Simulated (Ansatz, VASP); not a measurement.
**OsO in VASP and in Ansatz**

```
CELL_PARAMETERS angstrom
0.00000 2.31934 2.31934
2.31934 0.00000 2.31934
2.31934 2.31934 0.00000
ATOMIC_POSITIONS crystal
Os 0.00000 0.00000 0.00000
O 0.25000 0.25000 0.25000
```

Alike in both runs: functional PBE; k mesh 20 × 20 × 20; occupations gaussian, width 0.1 eV; no spin polarisation.

Ansatz relaxed the structure, and its values are those at the end. VASP's run is a single point on that final structure, the one shown.

```csv
,VASP,Ansatz
version,VASP 6.6.1,Ansatz 0.2.0
potentials or method,"VASP PAW PBE potentials, release 64 (Os, O), cutoff 520 eV","scalar-relativistic, plane waves, PAW"
valence electrons in the cell,14,22
```

Ansatz gave:

```
gap on the k mesh at the Fermi level (eV) : none
pressure (GPa)                            : 0.0
```

Problem. What did VASP give for the same quantities?

Solution. gap on the k mesh at the Fermi level (eV): none; pressure (GPa): 2.8.

A gap of «none» marks a metal or a gap that the smearing closes. VASP's potentials hold 14 valence electrons a cell and Ansatz's 22, so a difference there can come from the potentials and not from the codes.

Neither program's run includes spin-orbit coupling.
